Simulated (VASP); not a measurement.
# CoRe2 (R-3m) in VASP: single point with PBE

Aim: the single point of CoRe2 with PBE.

Program: VASP 6.6.1. These are calculated values, not measurements. Logs are shortened: lines on timing, memory, paths and dates and some standing lists are left out, and cuts for length are marked.

**1. The cell of the first run**

Symmetry: R-3m, No. 166, trigonal system. Conventional cell: a = 2.720 Å, b = 2.720 Å, c = 19.161 Å, α = 90.00°, β = 90.00°, γ = 120.00°. Within 3.4 Å of Co (site symmetry -3m) lie 6 Re at 2.61 Å and 6 Co at 2.72 Å. Re (site symmetry 3m) has 3 Co at 2.61 Å and 9 Re at 2.71 to 2.72 Å within 3.4 Å.

**2. Single point, PBE**

INCAR

```
PREC = Accurate
ENCUT = 690
EDIFF = 1E-6
ISMEAR = 0
SIGMA = 0.1
LREAL = False
LASPH = True
NELM = 120
ALGO = Normal
ISIF = 2
LWAVE = False
LCHARG = False
GGA = PE
NBANDS = 30
GGA_COMPAT = False
```

KPOINTS

```
regular mesh
0
Gamma
  18 18 18
```

POSCAR

```
CoRe2
1.0
    1.3599715209      0.7851799237      6.3869689294
   -1.3599715209      0.7851799237      6.3869689294
    0.0000000000     -1.5703598474      6.3869689294
Co Re
1 2
Direct
    0.0000000000      0.0000000000      0.0000000000
    0.7755548658      0.7755548658      0.7755548658
    0.2244451342      0.2244451342      0.2244451342
```

Potentials or basis: VASP PAW PBE potentials, release 64 (Co_sv, Re_sv_GW).

Started as:

```
$ cat potpaw_PBE.64/Co_sv/POTCAR potpaw_PBE.64/Re_sv_GW/POTCAR > POTCAR
$ mpirun -np 1 vasp_std > vasp.out
```

OUTCAR:

```text
PREC = Accurate
   ENCUT = 690
   EDIFF = 1E-6
   ISMEAR = 0
   LREAL = False
   LASPH = True
   NELM = 120
   ISIF = 2
   GGA = PE

 ion  position               nearest neighbor table
   1  0.000  0.000  0.000-   2 2.61   2 2.61   3 2.61   3 2.61   2 2.61   3 2.61
   2  0.776  0.776  0.776-   1 2.61   1 2.61   1 2.61   3 2.71   3 2.71   3 2.71
   3  0.224  0.224  0.224-   1 2.61   1 2.61   1 2.61   2 2.71   2 2.71   2 2.71

  LATTYP: Found a trigonal (rhomboedric) cell.
 ALAT       =     6.5771880128
 COS(alpha) =     0.9144915350

  Lattice vectors:

 A1 = (   1.3599715209,   0.7851799237,   6.3869689294)
 A2 = (  -1.3599715209,   0.7851799237,   6.3869689294)
 A3 = (   0.0000000000,  -1.5703598474,   6.3869689294)

Analysis of symmetry for initial positions (statically):
=====================================================================
 Subroutine PRICEL returns:
 Original cell was already a primitive cell.

 Routine SETGRP: Setting up the symmetry group for a
 trigonal (rhombohedral) supercell.

 Subroutine GETGRP returns: Found 12 space group operations
 (whereof 12 operations were pure point group operations)
 out of a pool of 12 trial point group operations.

The static configuration has the point symmetry D_3d.

Analysis of symmetry for dynamics (positions and initial velocities):
=====================================================================
 Subroutine PRICEL returns:
 Original cell was already a primitive cell.

 Routine SETGRP: Setting up the symmetry group for a
 trigonal (rhombohedral) supercell.

 Subroutine GETGRP returns: Found 12 space group operations
 (whereof 12 operations were pure point group operations)
 out of a pool of 12 trial point group operations.

The dynamic configuration has the point symmetry D_3d.

 Subroutine INISYM returns: Found 12 space group operations
 (whereof 12 operations are pure point group operations),
 and found     1 'primitive' translations

----------------------------------------------------------------------------------------

                                     Primitive cell

  volume of cell :      40.9209

  direct lattice vectors                    reciprocal lattice vectors
     1.359971521  0.785179924  6.386968929     0.367654758  0.212265573  0.052189597
    -1.359971521  0.785179924  6.386968929    -0.367654758  0.212265573  0.052189597
     0.000000000 -1.570359847  6.386968929     0.000000000 -0.424531147  0.052189597

  length of vectors
     6.577188013  6.577188013  6.577188013     0.427727072  0.427727072  0.427727072

  position of ions in fractional coordinates (direct lattice)
     0.000000000  0.000000000  0.000000000
     0.775554866  0.775554866  0.775554866
     0.224445134  0.224445134  0.224445134

  ion indices of the primitive-cell ions
   primitive index   ion index
                 1           1
                 2           2
                 3           3

----------------------------------------------------------------------------------------

 KPOINTS: regular mesh

Automatic generation of k-mesh.
 Grid dimensions read from file:
 generate k-points for:   18   18   18

 Generating k-lattice:

  Cartesian coordinates                     Fractional coordinates (reciprocal lattice)
     0.020425264  0.011792532  0.002899422     0.055555556  0.000000000 -0.000000000
    -0.020425264  0.011792532  0.002899422     0.000000000  0.055555556 -0.000000000
     0.000000000 -0.023585064  0.002899422    -0.000000000 -0.000000000  0.055555556

  Length of vectors
     0.023762615  0.023762615  0.023762615

  Shift w.r.t. Gamma in fractional coordinates (k-lattice)
     0.000000000  0.000000000  0.000000000

 Subroutine IBZKPT returns following result:
 ===========================================

 Found    580 irreducible k-points:

 Following reciprocal coordinates:
            Coordinates               Weight
  0.000000  0.000000  0.000000      1.000000
  0.055556 -0.000000  0.000000      6.000000
  0.111111 -0.000000  0.000000      6.000000
  0.166667 -0.000000 -0.000000      6.000000
  0.222222  0.000000  0.000000      6.000000
  0.277778  0.000000  0.000000      6.000000
[... 16 lines left out ...]
 -0.277778  0.055556 -0.000000     12.000000
 -0.222222  0.055556  0.000000     12.000000
 [... further k-points ...]
   k-points           NKPTS =    580   k-points in BZ     NKDIM =    580   number of bands    NBANDS=     30
   number of dos      NEDOS =    301   number of ions     NIONS =      3
   total plane-waves  NPLWV = 175616
   dimension x,y,z NGX =    56 NGY =   56 NGZ =   56
   dimension x,y,z NGXF=   112 NGYF=  112 NGZF=  112
   ions per type =               1   2
   NGX,Y,Z   is equivalent  to a cutoff of  14.15, 14.15, 14.15 a.u.
   NGXF,Y,Z  is equivalent  to a cutoff of  28.31, 28.31, 28.31 a.u.
 SYSTEM =  unknown system
   PREC   = accura    normal or accurate (medium, high low for compatibility)
   ISTART =      0    job   : 0-new  1-cont  2-samecut
   ICHARG =      2    charge: 1-file 2-atom 10-const
   ISPIN  =      1    spin polarized calculation?
   LNONCOLLINEAR =      F non collinear calculations
   LSORBIT =      F    spin-orbit coupling
   LASPH  =      T    aspherical Exc in radial PAW
   ENCUT  =  690.0 eV  50.71 Ry    7.12 a.u.  14.09 14.09 14.09*2*pi/ulx,y,z
   NELM   =    120;   NELMIN=  2; NELMDL= -5     # of ELM steps
   EDIFF  = 0.1E-05   stopping-criterion for ELM
   LREAL  =      F    real-space projection
   EDIFFG = 0.1E-04   stopping-criterion for IOM
   NSW    =      0    number of steps for IOM
   IBRION =     -1    ionic relax: 0-MD 1-quasi-New 2-CG
   NFREE  =      0    steps in history (QN), initial steepest desc. (CG)
   ISIF   =      2    stress and relaxation
   ISYM   =      2    0-nonsym 1-usesym 2-fastsym
   POTIM  = 0.5000    time-step for ionic-motion
   TEBEG  =    0.0;   TEEND  =   0.0 temperature during run
   PSTRESS=    0.0 pullay stress
   NELECT =      47.0000    total number of electrons
   NUPDOWN=      -1.0000    fix difference up-down
   EMIN   =  10.00;   EMAX   =-10.00  energy-range for DOS
   EFERMI =   0.00;   METHOD = LEGACY
   ISMEAR =     0;   SIGMA  =   0.10  broadening in eV -4-tet -1-fermi 0-gaus
   EFERMI_NEDOS =   21; number of points for ismear=-14 and -15
   IALGO  =     38    algorithm
   IMIX   =      4    mixing-type and parameters
     AMIX     =   0.40;   BMIX     =  1.00
     AMIX_MAG =   1.60;   BMIX_MAG =  1.00
  volume/ion in A,a.u.               =      13.64        92.05
  Fermi-wavevector in a.u.,A,eV,Ry     =   1.714454  3.239848 39.992306  2.939352
  Thomas-Fermi vector in A             =   2.792009
   LORBIT       =      0    0 simple, 1 ext, 2 COOP (PROOUT), +10 PAW based schemes
   GGA     = PE    functional components
   LHFCALC =     F    Hartree Fock is set to
   AEXX    =    0.0000 exact exchange contribution
   IVDW    =     0    specifies the selected vdW correction
   LEPSILON=     F    determine dielectric tensor
   LRPA    =     F    only Hartree local field effects (RPA)
 non-spin polarized calculation
 Gauss-broadening in eV      SIGMA  =   0.10
  energy-cutoff  :      690.00
  volume of cell :       40.92
 maximum number of plane-waves:      1705
   NGX = 29   NGY = 29   NGZ = 29

 number of electron      47.0000011 magnetization

 Free energy of the ion-electron system (eV)
  ---------------------------------------------------
  ext. energy  EPLUGINS =         0.00000000
  ---------------------------------------------------
  free energy    TOTEN  =       -34.92824359 eV

  energy without entropy =      -34.91027239  energy(sigma->0) =      -34.91925799

 E-fermi :  12.5536     XC(G=0): -14.0225

 val. band max:       12.5531881709   @ k =  -0.2778   0.3333   0.1667
 cond. band min:      12.5538802992   @ k =  -0.4444   0.4444   0.2222
 fundamental gap:      0.0006921284
 Fermi energy:        12.5535646711

 k-point     1 :       0.0000    0.0000    0.0000
  band No.  band energies     occupation
      1     -82.3477      2.00000
      2     -67.4810      2.00000
      3     -67.4117      2.00000
      4     -45.7849      2.00000
      5     -45.4919      2.00000
      6     -45.4919      2.00000
[... 22 lines left out ...]
     29      15.4139      0.00000
     30      15.4139      0.00000

 k-point     2 :       0.0556   -0.0000    0.0000
  band No.  band energies     occupation
      1     -82.3473      2.00000
      2     -67.4779      2.00000
      3     -67.4095      2.00000
      4     -45.7848      2.00000
      5     -45.4948      2.00000
      6     -45.4925      2.00000
[... 22 lines left out ...]
     29      15.4351      0.00000
     30      15.5723      0.00000

 k-point     3 :       0.1111   -0.0000    0.0000
  band No.  band energies     occupation
      1     -82.3464      2.00000
      2     -67.4688      2.00000
      3     -67.4031      2.00000
      4     -45.7837      2.00000
      5     -45.5031      2.00000
      6     -45.4947      2.00000
[... 22 lines left out ...]
     29      15.4722      0.00000
     30      15.9599      0.00000

 k-point     4 :       0.1667   -0.0000   -0.0000
  band No.  band energies     occupation
      1     -82.3449      2.00000
      2     -67.4547      2.00000
      3     -67.3935      2.00000
      4     -45.7821      2.00000
      5     -45.5157      2.00000
      6     -45.4979      2.00000
[... 22 lines left out ...]
     29      15.4864      0.00000
     30      16.4518      0.00000

 k-point     5 :       0.2222    0.0000    0.0000
  band No.  band energies     occupation
      1     -82.3432      2.00000
      2     -67.4372      2.00000
      3     -67.3819      2.00000
      4     -45.7800      2.00000
      5     -45.5313      2.00000
      6     -45.5018      2.00000
[... 22 lines left out ...]
     29      15.4686      0.00000
     30      16.9922      0.00000
[... 526 lines left out ...]
     29      17.3938      0.00000
     30      18.8045      0.00000

 k-point    22 :      -0.3333    0.0556    0.0000
  band No.  band energies     occupation
      1     -82.3386      2.00000
      2     -67.3897      2.00000
      3     -67.3543      2.00000
      4     -45.7748      2.00000
      5     -45.5699      2.00000
      6     -45.5131      2.00000
[... 22 lines left out ...]
     29      16.4795      0.00000
     30      18.3232      0.00000

 k-point    23 :      -0.2778    0.0556   -0.0000
  band No.  band energies     occupation
      1     -82.3402      2.00000
      2     -67.4071      2.00000
      3     -67.3635      2.00000
      4     -45.7766      2.00000
      5     -45.5560      2.00000
      6     -45.5093      2.00000
[... 22 lines left out ...]
     29      15.9173      0.00000
     30      17.7605      0.00000

 k-point    24 :      -0.2222    0.0556    0.0000
  band No.  band energies     occupation
      1     -82.3420      2.00000
      2     -67.4260      2.00000
      3     -67.3748      2.00000
      4     -45.7787      2.00000
      5     -45.5402      2.00000
      6     -45.5049      2.00000
[... 22 lines left out ...]
     29      15.6219      0.00000
     30      17.2298      0.00000

 [... further k-points ...]
[... 5 lines left out ...]
  --------------------------------------------------------------------------------------
  -------------------------------------------------------------------------------------
  Total       -0.1623310     -0.1623310     -0.1858950      0.0000000      0.0000000     -0.0000000
  in kB       -6.3557526     -6.3557526     -7.2783558      0.0000000      0.0000000     -0.0000000
  external PRESSURE =      -6.6632870 kB  Pullay stress =       0.0000000 kB

 VOLUME and BASIS-vectors are now :
 -----------------------------------------------------------------------------
  energy-cutoff  :      690.00
  volume of cell :       40.92
      direct lattice vectors                 reciprocal lattice vectors
     1.359971521  0.785179924  6.386968929     0.367654758  0.212265573  0.052189597
    -1.359971521  0.785179924  6.386968929    -0.367654758  0.212265573  0.052189597
     0.000000000 -1.570359847  6.386968929     0.000000000 -0.424531147  0.052189597

 POSITION                                       TOTAL-FORCE (eV/Angst)
 -----------------------------------------------------------------------------------
      0.00000      0.00000      0.00000         0.000000      0.000000      0.000000
      0.00000      0.00000     14.86033         0.000000     -0.000000     -0.005147
      0.00000      0.00000      4.30057         0.000000      0.000000      0.005147
 -----------------------------------------------------------------------------------
    total drift:                               -0.000000      0.000000     -0.000000

  FREE ENERGIE OF THE ION-ELECTRON SYSTEM (eV)
  ---------------------------------------------------
  free  energy   TOTEN  =       -34.9282435895 eV

  energy  without entropy=      -34.9102723911  energy(sigma->0) =      -34.91925799
```

It took 54 min on 1 thread of Intel Xeon 6975P-C (Granite Rapids), shared host; peak memory 1.2 GiB.

What came out:

| Quantity | Value |
| --- | --- |
| Free energy | -34.9282 eV |
| Pressure | -0.7 GPa |
| Largest force | 0.005 eV/Å |
| Band gap on the k mesh | zero (an odd number of electrons rules out a gap without spin polarisation) |

Forces on the atoms (eV/Å):
```
Co   0.000  0.000  0.000
Re   0.000  0.000 -0.005
Re   0.000  0.000  0.005
```

Stress tensor (GPa, compression positive):
```
-0.64  0.00  0.00
 0.00 -0.64  0.00
 0.00  0.00 -0.73
```

Caveat: spin-orbit coupling is left out, which moves the levels of the heavy elements; the run has no spin polarisation, though such a crystal can be magnetic. Spin polarisation is off, so any magnetic state and its effect on volume and gap are missing.
